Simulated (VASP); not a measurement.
## ZnS: single point with r2SCAN

Crystal: ZnS.

```
Zn S
1.0
     3.75161    0.00000    0.00000
    -1.87580    3.24899    0.00000
     0.00000    0.00000   12.09247
Zn S
4 4
Cartesian
  0.0000 0.0000 0.0014
  0.0000 0.0000 6.0476
  0.0000 2.1660 3.0240
  1.8758 1.0830 9.0702
  0.0000 0.0000 2.2641
  0.0000 0.0000 8.3104
  0.0000 2.1660 5.2914
  1.8758 1.0830 11.3376
```

This cell differs from its parent crystal: strain -0.015 along x and y, -0.030 along z.

* Program: VASP 6.6.1
* Task: single point
* Functional: r2SCAN
* Potentials or basis: VASP PAW PBE potentials, release 64 (Zn, S)
* Cutoff: 520 eV
* k mesh: 6 × 6 × 2
* Occupations: gaussian, width 0.05 eV
* Spin: no spin polarisation

```yaml
Pressure: 5.5 GPa
Largest_force: 0.143 eV/Å
Band_gap_on_the_k_mesh: 3.06 eV
```

Forces on the atoms (eV/Å):
```
Zn   0.000  0.000 -0.143
Zn   0.000  0.000 -0.143
Zn   0.000  0.000 -0.134
Zn   0.000  0.000 -0.134
S    0.000  0.000  0.134
S    0.000  0.000  0.134
S    0.000  0.000  0.143
S    0.000  0.000  0.143
```

Stress tensor (GPa, compression positive):
```
4.52 0.00 0.00
0.00 4.52 0.00
0.00 0.00 7.47
```

Levels at points of the mesh, in eV from the valence-band top:
```csv
k point,band 34,band 35,band 36,band 37,band 38,band 39
"(0.00, 0.00, 0.00)",-0.01,-0.01,0.00,3.06,3.72,4.04
"(0.50, 0.00, 0.00)",-1.74,-1.24,-0.98,3.71,3.74,4.17
"(0.00, 0.00, 0.50)",-0.19,-0.19,-0.19,3.80,3.80,3.92
"(0.50, 0.00, 0.50)",-1.68,-1.25,-1.25,4.01,4.01,4.58
```

It took 7 min on 1 thread of Intel(R) Xeon(R) 6975P-C (Granite Rapids), with other jobs on the host, peak memory 0.31 GiB.

Caveat: the cell differs from its parent crystal (strain -0.015 along x and y, -0.030 along z); the cell stands under pressure; the PAW data sets were made with another functional, which shifts forces and pressure a little.
